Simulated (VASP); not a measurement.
A run of VASP 6.6.1:

The input INCAR:

```
SYSTEM = Tl
ALGO     = Fast           ! electronic algorithm
EDIFF    = 1E-7           ! SCF threshold, eV
ENCUT    = 520            ! plane-wave cutoff, eV
ISIF     = 2              ! what is computed and relaxed
ISMEAR   = -1             ! smearing method
LASPH    = .True.         ! aspherical terms in the spheres
LCHARG   = .False.        ! write CHGCAR
LREAL    = .False.        ! projectors in reciprocal space
LWAVE    = .False.        ! write WAVECAR
NBANDS   = 20             ! bands
NELM     = 100            ! most SCF steps
PREC     = Accurate       ! precision mode
SIGMA    = 0.05           ! smearing width, eV
```

The input KPOINTS:

```
k-points
0
Gamma
  9 9 5
  0 0 0
```

Contents of POSCAR:

```
Tl
1.0
    3.4560000000      0.0000000000      0.0000000000
   -1.7280000000      2.9929837955      0.0000000000
    0.0000000000      0.0000000000      5.5250000000
Tl
2
Direct
    0.6666666667      0.3333333333      0.7500000000
    0.3333333333      0.6666666667      0.2500000000
```

Potentials or basis: VASP PAW LDA potentials, release 64 (Tl_d).

Launch:

```console
$ cat potpaw_LDA.64/Tl_d/POTCAR > POTCAR
$ mpirun -np 1 vasp_std > vasp.out
```

Hardware: 1 thread of Intel(R) Xeon(R) Platinum 8488C (Sapphire Rapids), with other jobs on the host.

Problem. How long does it take, and how much memory?

Solution. Run time: 20 s on 1 thread of Intel(R) Xeon(R) Platinum 8488C (Sapphire Rapids), with other jobs on the host, peak memory 0.17 GiB. Counts: scf iterations 13, k points 36.
